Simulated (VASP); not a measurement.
Here is a VASP 6.6.1 calculation.

The input INCAR:

```
SYSTEM = BeS
PREC = Accurate
ENCUT = 600
EDIFF = 1E-6
ISMEAR = 0
SIGMA = 0.1
LREAL = .False.
LASPH = .True.
NELM = 120
ALGO = Normal
ISIF = 2
LWAVE = .False.
LCHARG = .False.
GGA = B5
ALDAX = 1.0
AGGAX = 1.0
AGGAC = 1.0
ALDAC = 0.0
NBANDS = 11
GGA_COMPAT = .False.
```

KPOINTS

```
Automatic mesh
0
Gamma
  8 8 8
  0 0 0
```

POSCAR

```
BeS
1.0
    0.0000000000      2.4351516489      2.4351516489
    2.4351516489      0.0000000000      2.4351516489
    2.4351516489      2.4351516489      0.0000000000
Be S
1 1
Direct
    0.0000000000      0.0000000000      0.0000000000
    0.7500000000      0.7500000000      0.7500000000
```

Potentials or basis: VASP PAW PBE potentials, release 64 (Be, S).

Run with:

```console
$ cat potpaw_PBE.64/Be/POTCAR potpaw_PBE.64/S/POTCAR > POTCAR
$ mpirun -np 1 vasp_std > vasp.out
```

Estimate the band gap on the k mesh.

3.43 eV, indirect (least direct gap 5.80 eV).

Estimate the pressure.

3.1 GPa.

Caveat: the PAW data sets were made with another functional, which shifts forces and pressure a little. A k mesh can miss the band edges.
